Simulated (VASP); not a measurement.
# Cu (Pm-3m) in VASP: further runs

Cu is run at these levels: BLYP; tasks: relaxation of cell and atoms, single point.

Everything below comes from runs of VASP 6.6.1. Logs are shortened: lines on timing, memory, paths and dates and some standing lists are left out, and cuts for length are marked.

**1. The cell of the first run**

The structure is cubic, space group Pm-3m (No. 221). The conventional cell has a = 2.336 Å, b = 2.336 Å, c = 2.336 Å, α = 90.00°, β = 90.00°, γ = 90.00°. Within 3.1 Å of Cu (site symmetry m-3m) lie 6 Cu at 2.34 Å.

**2. Relaxation of cell and atoms, BLYP**

INCAR

```
PREC = Accurate ; ENCUT = 600
EDIFF = 1E-7 ; ISMEAR = -1
SIGMA = 0.1 ; LREAL = False
LASPH = True ; NELM = 80
ALGO = Normal ; ISIF = 3
LWAVE = False ; LCHARG = False
GGA = B5 ; ALDAX = 1.0
AGGAX = 1.0 ; AGGAC = 1.0
ALDAC = 0.0 ; IBRION = 2
NSW = 80 ; EDIFFG = -0.01
```

KPOINTS

```
Automatic mesh
0
Gamma
  13 13 13
```

POSCAR

```
Cu
1.0
    2.3364585681      0.0000000000      0.0000000000
    0.0000000000      2.3364585681      0.0000000000
    0.0000000000      0.0000000000      2.3364585681
Cu
1
Direct
    0.0000000000      0.0000000000      0.0000000000
```

Potentials or basis: VASP PAW PBE potentials, release 64 (Cu).

Run with:

```bash
> cat potpaw_PBE.64/Cu/POTCAR > POTCAR
> mpirun -np 1 vasp_std > vasp.out
```

OUTCAR:

```text
PREC = Accurate
   ENCUT = 600
   EDIFF = 1E-7
   ISMEAR = -1
   LREAL = False
   LASPH = True
   NELM = 80
   ISIF = 3
   GGA = B5
   IBRION = 2
   NSW = 80
   EDIFFG = -0.01

 ion  position               nearest neighbor table
   1  0.000  0.000  0.000-

  LATTYP: Found a simple cubic cell.
 ALAT       =     2.3364585681

  Lattice vectors:

 A1 = (   2.3364585681,   0.0000000000,   0.0000000000)
 A2 = (   0.0000000000,   2.3364585681,   0.0000000000)
 A3 = (   0.0000000000,   0.0000000000,   2.3364585681)

Analysis of symmetry for initial positions (statically):
=====================================================================
 Subroutine PRICEL returns:
 Original cell was already a primitive cell.

 Routine SETGRP: Setting up the symmetry group for a
 simple cubic supercell.

 Subroutine GETGRP returns: Found 48 space group operations
 (whereof 48 operations were pure point group operations)
 out of a pool of 48 trial point group operations.

The static configuration has the point symmetry O_h .

Analysis of symmetry for dynamics (positions and initial velocities):
=====================================================================
 Subroutine PRICEL returns:
 Original cell was already a primitive cell.

 Routine SETGRP: Setting up the symmetry group for a
 simple cubic supercell.

 Subroutine GETGRP returns: Found 48 space group operations
 (whereof 48 operations were pure point group operations)
 out of a pool of 48 trial point group operations.

The dynamic configuration has the point symmetry O_h .

 Subroutine INISYM returns: Found 48 space group operations
 (whereof 48 operations are pure point group operations),
 and found     1 'primitive' translations

----------------------------------------------------------------------------------------

                                     Primitive cell

  volume of cell :      12.7548

  direct lattice vectors                    reciprocal lattice vectors
     2.336458568  0.000000000  0.000000000     0.427998174  0.000000000  0.000000000
     0.000000000  2.336458568  0.000000000     0.000000000  0.427998174  0.000000000
     0.000000000  0.000000000  2.336458568     0.000000000  0.000000000  0.427998174

  length of vectors
     2.336458568  2.336458568  2.336458568     0.427998174  0.427998174  0.427998174

  position of ions in fractional coordinates (direct lattice)
     0.000000000  0.000000000  0.000000000

  ion indices of the primitive-cell ions
   primitive index   ion index
                 1           1

----------------------------------------------------------------------------------------

 KPOINTS: Automatic mesh

Automatic generation of k-mesh.
 Grid dimensions read from file:
 generate k-points for:   13   13   13

 Generating k-lattice:

  Cartesian coordinates                     Fractional coordinates (reciprocal lattice)
     0.032922936  0.000000000  0.000000000     0.076923077  0.000000000  0.000000000
     0.000000000  0.032922936  0.000000000     0.000000000  0.076923077  0.000000000
     0.000000000  0.000000000  0.032922936     0.000000000  0.000000000  0.076923077

  Length of vectors
     0.032922936  0.032922936  0.032922936

  Shift w.r.t. Gamma in fractional coordinates (k-lattice)
     0.000000000  0.000000000  0.000000000

 Subroutine IBZKPT returns following result:
 ===========================================

 Found     84 irreducible k-points:

 Following reciprocal coordinates:
            Coordinates               Weight
  0.000000  0.000000  0.000000      1.000000
  0.076923  0.000000  0.000000      6.000000
  0.153846  0.000000  0.000000      6.000000
  0.230769  0.000000  0.000000      6.000000
  0.307692  0.000000  0.000000      6.000000
  0.384615  0.000000  0.000000      6.000000
[... 16 lines left out ...]
  0.307692  0.307692  0.000000     12.000000
  0.384615  0.307692  0.000000     24.000000
 [... further k-points ...]
   k-points           NKPTS =     84   k-points in BZ     NKDIM =     84   number of bands    NBANDS=      9
   number of dos      NEDOS =    301   number of ions     NIONS =      1
   total plane-waves  NPLWV =   8000
   dimension x,y,z NGX =    20 NGY =   20 NGZ =   20
   dimension x,y,z NGXF=    40 NGYF=   40 NGZF=   40
   ions per type =               1
   NGX,Y,Z   is equivalent  to a cutoff of  14.23, 14.23, 14.23 a.u.
   NGXF,Y,Z  is equivalent  to a cutoff of  28.46, 28.46, 28.46 a.u.
 SYSTEM =  unknown system
   PREC   = accura    normal or accurate (medium, high low for compatibility)
   ISTART =      0    job   : 0-new  1-cont  2-samecut
   ICHARG =      2    charge: 1-file 2-atom 10-const
   ISPIN  =      1    spin polarized calculation?
   LNONCOLLINEAR =      F non collinear calculations
   LSORBIT =      F    spin-orbit coupling
   LASPH  =      T    aspherical Exc in radial PAW
   ENCUT  =  600.0 eV  44.10 Ry    6.64 a.u.   4.67  4.67  4.67*2*pi/ulx,y,z
   NELM   =     80;   NELMIN=  2; NELMDL= -5     # of ELM steps
   EDIFF  = 0.1E-06   stopping-criterion for ELM
   LREAL  =      F    real-space projection
   EDIFFG = -.1E-01   stopping-criterion for IOM
   NSW    =     80    number of steps for IOM
   IBRION =      2    ionic relax: 0-MD 1-quasi-New 2-CG
   NFREE  =      1    steps in history (QN), initial steepest desc. (CG)
   ISIF   =      3    stress and relaxation
   ISYM   =      2    0-nonsym 1-usesym 2-fastsym
   POTIM  = 0.5000    time-step for ionic-motion
   TEBEG  =    0.0;   TEEND  =   0.0 temperature during run
   PSTRESS=    0.0 pullay stress
   NELECT =      11.0000    total number of electrons
   NUPDOWN=      -1.0000    fix difference up-down
   EMIN   =  10.00;   EMAX   =-10.00  energy-range for DOS
   EFERMI =   0.00;   METHOD = LEGACY
   ISMEAR =    -1;   SIGMA  =   0.10  broadening in eV -4-tet -1-fermi 0-gaus
   EFERMI_NEDOS =   21; number of points for ismear=-14 and -15
   IALGO  =     38    algorithm
   IMIX   =      4    mixing-type and parameters
     AMIX     =   0.40;   BMIX     =  1.00
     AMIX_MAG =   1.60;   BMIX_MAG =  1.00
  volume/ion in A,a.u.               =      12.75        86.07
  Fermi-wavevector in a.u.,A,eV,Ry     =   1.558288  2.944737 33.038490  2.428261
  Thomas-Fermi vector in A             =   2.661814
   LORBIT       =      0    0 simple, 1 ext, 2 COOP (PROOUT), +10 PAW based schemes
   GGA     = B5    functional components
   LHFCALC =     F    Hartree Fock is set to
   AEXX    =    0.0000 exact exchange contribution
   IVDW    =     0    specifies the selected vdW correction
   LEPSILON=     F    determine dielectric tensor
   LRPA    =     F    only Hartree local field effects (RPA)
 conjugate gradient relaxation of ions
 non-spin polarized calculation
  energy-cutoff  :      600.00
  volume of cell :       12.75
 maximum number of plane-waves:       449
 NGX is ok and might be reduce to    20
   NGX =  9   NGY =  9   NGZ =  9

--------------------------------------- Ionic step        1  -------------------------------------------

 number of electron      11.0000008 magnetization

 Free energy of the ion-electron system (eV)
  ---------------------------------------------------
  ext. energy  EPLUGINS =         0.00000000
  ---------------------------------------------------
  free energy    TOTEN  =        -2.56499219 eV

  energy without entropy =       -2.55397577  energy(sigma->0) =       -2.55948398

------------------------ aborting loop because EDIFF is reached ----------------------------------------

  FORCE on cell =-STRESS in cart. coord.  units (eV):
  Direction    XX          YY          ZZ          XY          YZ          ZX
  --------------------------------------------------------------------------------------
  -------------------------------------------------------------------------------------
  Total        1.4922778      1.4922778      1.4922778     -0.0000000      0.0000000     -0.0000000
  in kB      187.4502447    187.4502447    187.4502447     -0.0000000      0.0000000     -0.0000000
  external PRESSURE =     187.4502447 kB  Pullay stress =       0.0000000 kB
[... 55 lines left out ...]
  energy  without entropy=       -2.6512305082  energy(sigma->0) =       -2.65681977

--------------------------------------- Ionic step        3  -------------------------------------------

 number of electron      11.0000010 magnetization

 Free energy of the ion-electron system (eV)
  ---------------------------------------------------
  ext. energy  EPLUGINS =         0.00000000
  ---------------------------------------------------
  free energy    TOTEN  =        -2.67258731 eV

  energy without entropy =       -2.66140550  energy(sigma->0) =       -2.66699641

 E-fermi :   5.3651     XC(G=0): -10.7752

 val. band max:        5.2974432945   @ k =   0.3077   0.3077   0.2308
 cond. band min:       5.4068067729   @ k =   0.3846   0.3077   0.0769
 fundamental gap:      0.1093634784
 Fermi energy:         5.3651493345

 k-point     1 :       0.0000    0.0000    0.0000
  band No.  band energies     occupation
      1      -2.1381      2.00000
      2       1.7534      2.00000
      3       1.7534      2.00000
      4       3.9880      2.00000
      5       3.9880      2.00000
      6       3.9880      2.00000
      7      22.1388      0.00000
      8      22.1388      0.00000
      9      22.1388      0.00000
[... 265 lines left out ...]
 k-point    24 :       0.3846    0.3077    0.0000
  band No.  band energies     occupation
      1       1.7381      2.00000
      2       2.1082      2.00000
      3       3.4023      2.00000
      4       3.4639      2.00000
      5       3.6116      2.00000
      6       5.2336      1.57693
      7      10.8288      0.00000
      8      15.8523      0.00000
      9      21.1995      0.00000

 [... further k-points ...]
[... 5 lines left out ...]
  --------------------------------------------------------------------------------------
  -------------------------------------------------------------------------------------
  Total        0.0088057      0.0088057      0.0088057      0.0000000      0.0000000      0.0000000
  in kB        0.9484105      0.9484105      0.9484105      0.0000000      0.0000000      0.0000000
  external PRESSURE =       0.9484105 kB  Pullay stress =       0.0000000 kB
[... 16 lines left out ...]
  FREE ENERGIE OF THE ION-ELECTRON SYSTEM (eV)
  ---------------------------------------------------
  free  energy   TOTEN  =        -2.6725873132 eV

  energy  without entropy=       -2.6614055015  energy(sigma->0) =       -2.66699641

 reached required accuracy - stopping structural energy minimisation
```

Run time: 29 s. Hardware: 1 thread of Intel Xeon 6975P-C, shared host; peak memory 0.13 GiB.

What came out:

```
Free energy                            : -2.6726 eV
Relaxed volume                         : 14.88 Å³/atom
Relaxed cell                           : a = 2.459 Å, b = 2.459 Å, c = 2.459 Å, α = 90.00°, β = 90.00°, γ = 90.00°
Space group after relaxing (to 0.05 Å) : Pm-3m (No. 221)
Energy gained by relaxing              : 107.6 meV/atom
Ionic steps                            : 3
Pressure after relaxing                : 0.1 GPa
```

Step by step:
| step | energy change (eV) | largest force (eV/Å) | pressure (GPa) | volume (Å³) |
| --- | --- | --- | --- | --- |
| 1 | 0.0000 | 0.0000 | 18.75 | 12.75 |
| 2 | -0.0974 | 0.0000 | -3.88 | 15.71 |
| 3 | -0.1076 | 0.0000 | 0.09 | 14.88 |

Final structure:
```xyz
1
Lattice="2.4594 0.0000 0.0000 0.0000 2.4594 0.0000 0.0000 0.0000 2.4594" Properties=species:S:1:pos:R:3 pbc="T T T"
Cu    0.0000    0.0000    0.0000
```

Caveat: the volume moved by over 15 % at a fixed basis, so the end points are rough; the PAW data sets were made with another functional, which shifts forces and pressure a little.

**3. Single point, BLYP**

This run uses another cell than the first one, of 14.81 Å³/atom, 1.161 times its volume.

INCAR

```
PREC = Accurate ; ENCUT = 520
EDIFF = 1E-6 ; ISMEAR = -1
SIGMA = 0.1 ; LREAL = False
LASPH = True ; NELM = 100
ALGO = Normal ; ISIF = 2
LWAVE = False ; LCHARG = True
GGA = B5 ; ALDAX = 1.0
AGGAX = 1.0 ; AGGAC = 1.0
ALDAC = 0.0 ; LELF = True
LVHAR = True ; NBANDS = 12
```

KPOINTS

```
Automatic mesh
0
Gamma
  21 21 21
```

POSCAR

```
Cu
1.0
    2.4557422890      0.0000000000      0.0000000000
    0.0000000000      2.4557422890      0.0000000000
    0.0000000000      0.0000000000      2.4557422890
Cu
1
Direct
    0.0000000000      0.0000000000      0.0000000000
```

Potentials or basis: VASP PAW PBE potentials, release 64 (Cu).

Run with:

```bash
> cat potpaw_PBE.64/Cu/POTCAR > POTCAR
> mpirun -np 1 vasp_std > vasp.out
```

OUTCAR:

```text
PREC = Accurate
   ENCUT = 520
   EDIFF = 1E-6
   ISMEAR = -1
   LREAL = False
   LASPH = True
   NELM = 100
   ISIF = 2
   GGA = B5

 ion  position               nearest neighbor table
   1  0.000  0.000  0.000-

  LATTYP: Found a simple cubic cell.
 ALAT       =     2.4557422890

  Lattice vectors:

 A1 = (   2.4557422890,   0.0000000000,   0.0000000000)
 A2 = (   0.0000000000,   2.4557422890,   0.0000000000)
[... 527 lines left out ...]
      1      -0.9792      2.00000
      2       1.9350      2.00000
      3       2.1600      2.00000
      4       3.7345      2.00000
      5       3.8062      2.00000
      6       3.9895      2.00000
      7      16.0745      0.00000
      8      20.6456      0.00000
      9      23.6943      0.00000
     10      27.2339      0.00000
     11      30.4926      0.00000
     12      34.7072      0.00000

 [... further k-points ...]
[... 5 lines left out ...]
  --------------------------------------------------------------------------------------
  -------------------------------------------------------------------------------------
  Total        0.0381875      0.0381875      0.0381875     -0.0000000     -0.0000000     -0.0000000
  in kB        4.1312741      4.1312741      4.1312741     -0.0000000     -0.0000000     -0.0000000
  external PRESSURE =       4.1312741 kB  Pullay stress =       0.0000000 kB

 VOLUME and BASIS-vectors are now :
 -----------------------------------------------------------------------------
  energy-cutoff  :      520.00
  volume of cell :       14.81
      direct lattice vectors                 reciprocal lattice vectors
     2.455742289  0.000000000  0.000000000     0.407208853  0.000000000  0.000000000
     0.000000000  2.455742289  0.000000000     0.000000000  0.407208853  0.000000000
     0.000000000  0.000000000  2.455742289     0.000000000  0.000000000  0.407208853

 POSITION                                       TOTAL-FORCE (eV/Angst)
 -----------------------------------------------------------------------------------
      0.00000      0.00000      0.00000         0.000000      0.000000      0.000000
 -----------------------------------------------------------------------------------
    total drift:                               -0.000000      0.000000      0.000000

  FREE ENERGIE OF THE ION-ELECTRON SYSTEM (eV)
  ---------------------------------------------------
  free  energy   TOTEN  =        -2.6742209535 eV

  energy  without entropy=       -2.6648647796  energy(sigma->0) =       -2.66954287
```

stdout:

```text
POSCAR found type information on POSCAR Cu
 POSCAR found :  1 types and       1 ions
 scaLAPACK will be used
 -----------------------------------------------------------------------------
|                                                                             |
|                                                                             |
|     You enforced a specific xc type in the INCAR file but a different       |
|     I HOPE YOU KNOW WHAT YOU ARE DOING!                                     |
|                                                                             |
 -----------------------------------------------------------------------------

 LDA part: xc-table for (Slater(with rela. corr.)+VWN5), standard interpolation
 POSCAR, INCAR and KPOINTS ok, starting setup
 FFT: planning ... GRIDC
 FFT: planning ... GRID_SOFT
 FFT: planning ... GRID
 WAVECAR not read
 entering main loop
```

Run time: 25 s. Hardware: 1 thread of Intel Xeon 6975P-C, shared host; peak memory 0.16 GiB.

Results:

```yaml
Free_energy: -2.6742 eV
Pressure: 0.4 GPa
```

Caveat: the PAW data sets were made with another functional, which shifts forces and pressure a little.
